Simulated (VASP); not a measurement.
Runs of VASP 6.6.1 on SnO. The structure is that of space group P4/nmm (No. 129), or close to it. The cells are those of the table. 

| cell | gap on the mesh (eV) | pressure (GPa) | largest force (eV/Å) |
| --- | --- | --- | --- |
| a = 3.897, b = 3.897, c = 4.594 Å, 4 atoms | 0.33 | -2.9 | 0.43 |
| a = 3.992, b = 3.992, c = 4.594 Å, 4 atoms | 0.56 | -7.0 | 0.10 |
| a = 3.992, b = 3.992, c = 4.715 Å, 4 atoms | 0.54 | (b) | 0.45 |
| a = 3.992, b = 3.992, c = 5.078 Å, 4 atoms | 0.48 | -11.6 | 1.53 |
| a = 3.897, b = 3.897, c = 4.836 Å, 4 atoms | 0.27 | -6.3 | (a) |
| a = 3.897, b = 3.897, c = 4.957 Å, 4 atoms | (c) | -7.7 | 0.79 |
| a = 3.897, b = 3.897, c = 4.715 Å, 4 atoms | 0.30 | -4.7 | 0.03 |

Alike in all rows: task single point; level PBEsol+D3(BJ); potentials or basis VASP PAW PBE potentials, release 64 (Sn_d, O); no spin polarisation; k mesh 12 × 12 × 10; cutoff (eV) 520; smearing gaussian 0.15 eV.

Problem. Fill in the values left out.

Solution. (a) 0.38; (b) -8.4; (c) 0.26.

Caveats: the PAW data sets were made with another functional, which shifts forces and pressure a little; spin-orbit coupling is left out, which moves the levels of the heavy elements.

A k mesh can miss the band edges, and the runs leave out spin-orbit coupling on Sn.
